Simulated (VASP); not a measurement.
A run of VASP 6.6.1:

Contents of POSCAR:

```
BaTiO3
1.0
    4.0073000000      0.0000000000      0.0000000000
    0.0000000000      4.0073000000      0.0000000000
    0.0000000000      0.0000000000      4.0073000000
Ba Ti O
1 1 3
Direct
    0.5090294500      0.4552911200      0.5066787400
    0.9437351000      0.0699797700      0.9543125000
    0.5205349200      0.0068319800      0.0554319400
    0.0126470200      0.4919678200      0.0527235900
    0.0140535100      0.9759293100      0.4308532400
```

File INCAR.step1:

```
SYSTEM = BaTiO3
PREC = Accurate ; ENCUT = 520
ISMEAR = -1 ; SIGMA = 0.05
LREAL = .FALSE. ; LASPH = .TRUE.
NELM = 150 ; LMAXMIX = 4
LDAU = .TRUE. ; LDAUTYPE = 2
LDAUL = -1 2 -1 ; LDAUU = 0 3 0
LDAUJ = 0 0 0 ; NBANDS = 28
GGA = PE ; ALGO = Normal
EDIFF = 1E-4 ; LWAVE = .TRUE.
LCHARG = .FALSE.
```

Contents of INCAR.step2:

```
SYSTEM = BaTiO3
PREC = Accurate ; ENCUT = 520
EDIFF = 1E-6 ; ISMEAR = -1
SIGMA = 0.05 ; LREAL = .FALSE.
LASPH = .TRUE. ; NELM = 150
ALGO = Normal ; ISIF = 2
LWAVE = .FALSE. ; LCHARG = .FALSE.
LMAXMIX = 4 ; LDAU = .TRUE.
LDAUTYPE = 2 ; LDAUL = -1 2 -1
LDAUU = 0 3 0 ; LDAUJ = 0 0 0
LDAUPRINT = 1 ; METAGGA = R2SCAN
LMIXTAU = .TRUE. ; NBANDS = 28
ISTART = 1
```

File KPOINTS:

```
regular mesh
0
G
  7 7 7
  0 0 0
```

Potentials or basis: VASP PAW PBE potentials, release 64 (Ba_sv, Ti_sv, O).

Run with:

```console
$ cat potpaw_PBE.64/Ba_sv/POTCAR potpaw_PBE.64/Ti_sv/POTCAR potpaw_PBE.64/O/POTCAR > POTCAR
$ cp INCAR.step1 INCAR
$ mpirun -np 1 vasp_std > vasp.out
$ cp INCAR.step2 INCAR
$ mpirun -np 1 vasp_std > vasp.out
```

Hardware: 1 thread of Oxide Virtual Turin-like Processor, on a shared host.

Task: How long does it take, and how much memory?

Result: Wall time 19 min on 1 thread of Oxide Virtual Turin-like Processor (shared host), peak memory 0.37 GiB. Counts: k points 172.
